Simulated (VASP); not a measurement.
# WS2 (Tungstenite): single point with LDA

WS2 (Tungstenite):

```
W S
1.0
     3.12685    0.00000    0.00000
    -1.56342    2.70793    0.00000
     0.00000    0.00000   12.15938
W S
2 4
Direct
  0.66667 0.33333 0.75000
  0.33333 0.66667 0.25000
  0.66667 0.33333 0.37846
  0.33333 0.66667 0.87846
  0.66667 0.33333 0.12154
  0.33333 0.66667 0.62154
```

```yaml
Program: VASP 6.6.1
Task: single point
Functional: LDA
Potentials_or_basis: VASP PAW LDA potentials, release 64 (W_sv, S)
Cutoff: 520 eV
k_mesh: 10 × 10 × 3
Occupations: fermi-dirac, width 0.05 eV
Spin: no spin polarisation
Dipole_correction: no
Further_INCAR_settings: ALGO = Normal; EDIFF = 1e-06; NBANDS = 35
```

```json
{"Pressure": "0.4 GPa", "Largest force": "0.048 eV/Å", "Band gap on the k mesh": "0.92 eV, indirect (least direct gap 2.22 eV)"}
```

Forces in eV/Å, atoms in the order of the input:
```
W    0.000  0.000  0.000
W    0.000  0.000  0.000
S    0.000  0.000  0.048
S    0.000  0.000  0.048
S    0.000  0.000 -0.048
S    0.000  0.000 -0.048
```

Levels at points of the mesh, in eV from the valence-band top:
```
           k point  band 23  band 24  band 25  band 26  band 27  band 28  band 29  band 30
(0.00, 0.00, 0.00)    -2.24    -1.45    -1.40     0.00     2.32     2.32     2.33     2.33
(0.50, 0.00, 0.00)    -1.97    -1.78    -1.73    -1.59     2.33     2.38     2.55     2.94
```

Run time: 63 s on 1 thread of Intel(R) Xeon(R) 6975P-C (Granite Rapids), with other jobs on the host, peak memory 0.22 GiB.

Caveat: spin-orbit coupling is left out, which moves the levels of the heavy elements. A k mesh can miss the band edges.
